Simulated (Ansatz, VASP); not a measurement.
## One calculation of FeAu, two programs

Contents of INCAR:

```
SYSTEM = FeAu
PREC = Accurate
ENCUT = 520
EDIFF = 1E-7
ISMEAR = -1
SIGMA = 0.05
LREAL = .FALSE.
LASPH = .TRUE.
NELM = 150
ALGO = Normal
ISIF = 2
LWAVE = .FALSE.
LCHARG = .FALSE.
ISPIN = 2
MAGMOM = 0 3
LORBIT = 11
LMAXMIX = 4
GGA = PE
NBANDS = 20
```

KPOINTS

```
Automatic mesh
0
G
  11 11 11
  0 0 0
```

POSCAR

```
FeAu
1.0
    1.3829285850      0.7984341908      4.3782143661
   -1.3829285850      0.7984341908      4.3782143661
    0.0000000000     -1.5968683817      4.3782143661
Au Fe
1 1
Direct
    0.0000000000      0.0000000000      0.0000000000
    0.5000000000      0.5000000000      0.5000000000
```

The input input.yaml:

```yaml
crystal:
  lattice:
    - [1.382928585, 0.7984341908, 4.3782143661]
    - [-1.382928585, 0.7984341908, 4.3782143661]
    - [0.0, -1.5968683817, 4.3782143661]
  atoms:
    - { symbol: Au, position: [0.0, 0.0, 0.0] }
    - { symbol: Fe, position: [0.5, 0.5, 0.5], spin: 3.0 }
hamiltonian:
  xc: pbe
  pseudopotentials: { kind: paw }
magnetization:
  spin_polarized: true
kpoints:
  mp_grid: { grid: [11, 11, 11] }
scf:
  occupations: { method: fermi_dirac, width: 0.05 }
output:
  forces: true
  stress: true
  eigenvalues: true
```

Alike in both runs: task single point; functional PBE; k mesh 11 × 11 × 11; occupations fermi-dirac, width 0.05 eV; collinear spin.

|  | VASP | Ansatz |
| --- | --- | --- |
| version | VASP 6.6.1 | Ansatz 0.2.0 |
| potentials or method | VASP PAW PBE potentials, release 64 (Au, Fe) | Ansatz PAW |
| plane-wave cutoff (eV) | 520 | 420 |
| valence electrons in the cell | 19 | 35 |

Ansatz gave:

| Property | Result |
| --- | --- |
| gap on the k mesh at the Fermi level (eV) | none |
| pressure (GPa) | 9.3 |
| traceless stress, the component that is largest in VASP (GPa) | 0.84 |
| net moment per atom (μB) | 1.42 |
| size of the moment on the site where the two differ most (μB) | 2.84 |

Q: Which values does VASP return?

A: gap on the k mesh at the Fermi level (eV): none; pressure (GPa): 9.0; traceless stress, the component that is largest in VASP (GPa): 0.83; net moment per atom (μB): 1.42; size of the moment on the site where the two differ most (μB): 2.81.

Site moments also hang on the region over which each program counts them. A gap of «none» marks a metal or a gap that the smearing closes. The functional is the same, so the differences come from potentials, cutoffs and numerics. VASP's potentials hold 19 valence electrons a cell and Ansatz's 35, so a difference there can come from the potentials and not from the codes.

Spin-orbit coupling is off throughout.
